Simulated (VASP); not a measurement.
**Co: single point with PBE**

The system is Co.

```
Co
1.0
     2.34011    0.00000    0.00000
     0.00000    2.34011    0.00000
     0.00000    0.00000    2.34011
Co
1
Cartesian
  0.0000 0.0000 0.0000
```

This isn't the form of Co at room conditions, which is hcp.

```yaml
Program: VASP 6.6.1
Task: single point
Functional: PBE
Potentials_or_basis: VASP PAW PBE potentials, release 64 (Co)
Cutoff: 520 eV
k_mesh: 22 × 22 × 22
Occupations: fermi-dirac, width 0.05 eV
Spin: collinear spin, ferromagnetic start
Starting_moments: "[1.898] μB"
Dipole_correction: no
Further_INCAR_settings: ALGO = Normal; EDIFF = 1e-06; NBANDS = 14
```

The pressure is -0.7 GPa and the net moment is 1.87 μB per cell. The site moments are Co +1.88 μB. The valence electrons inside the program's atomic spheres are Co 8.16.

Levels at points of the mesh, in eV from the Fermi level:
Spin up:
```csv
k point,band 3,band 4,band 5,band 6,band 7,band 8
"(0.00, 0.00, 0.00)",-4.32,-1.17,-1.17,-1.17,18.82,18.82
"(0.50, 0.00, 0.00)",-2.26,-2.26,-1.37,-1.07,3.42,23.36
"(0.50, 0.50, 0.00)",-2.04,-2.04,-0.06,4.85,4.85,10.77
"(0.50, 0.50, 0.50)",-4.20,0.00,0.00,11.48,11.48,11.48
```
Spin down:
```
           k point  band 1  band 2  band 3  band 4  band 5  band 6  band 7  band 8  band 9
(0.00, 0.00, 0.00)   -8.08   -3.00   -3.00    1.18    1.18    1.18   19.20   19.20   19.20
(0.50, 0.00, 0.00)   -3.60   -2.48   -1.33   -0.08   -0.08    1.29    4.60   23.21   25.85
(0.50, 0.50, 0.00)   -3.64   -2.13    0.18    0.18    1.67    5.04    5.04   11.46   12.15
(0.50, 0.50, 0.50)   -2.44   -2.44   -2.44    1.74    1.74   11.87   11.87   11.87   12.77
```

It took 39 s on 1 thread of Intel(R) Xeon(R) 6975P-C (Granite Rapids), with other jobs on the host, peak memory 0.2 GiB.
